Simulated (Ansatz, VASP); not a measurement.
# Two plane-wave programs on Ru

```
CELL_PARAMETERS angstrom
2.69759 0.00000 0.00000
-1.34880 2.33619 0.00000
0.00000 0.00000 4.26582
ATOMIC_POSITIONS crystal
Ru 0.33333 0.66667 0.25000
Ru 0.66667 0.33333 0.75000
```

Alike in both runs: functional PBE; dispersion D3(BJ); k mesh 18 × 18 × 10; occupations gaussian, width 0.1 eV; no spin polarisation.

Ansatz relaxed the structure, and its values are those at the end. VASP's run is a single point on that final structure, the one shown.

```csv
,VASP,Ansatz
version,VASP 6.6.1,Ansatz 0.2.0
potentials or method,"VASP PAW PBE potentials, release 64 (Ru_pv), cutoff 520 eV","scalar-relativistic, plane waves, PAW"
valence electrons in the cell,28,32
```

VASP gave:

| Item | Value |
| --- | --- |
| gap on the k mesh at the Fermi level (eV) | none |
| pressure (GPa) | -0.1 |

Problem. Which values does Ansatz return?

Solution. gap on the k mesh at the Fermi level (eV): none; pressure (GPa): 0.0.

A gap of «none» marks a metal or a gap that the smearing closes. VASP's potentials hold 28 valence electrons a cell and Ansatz's 32, so a difference there can come from the potentials and not from the codes.
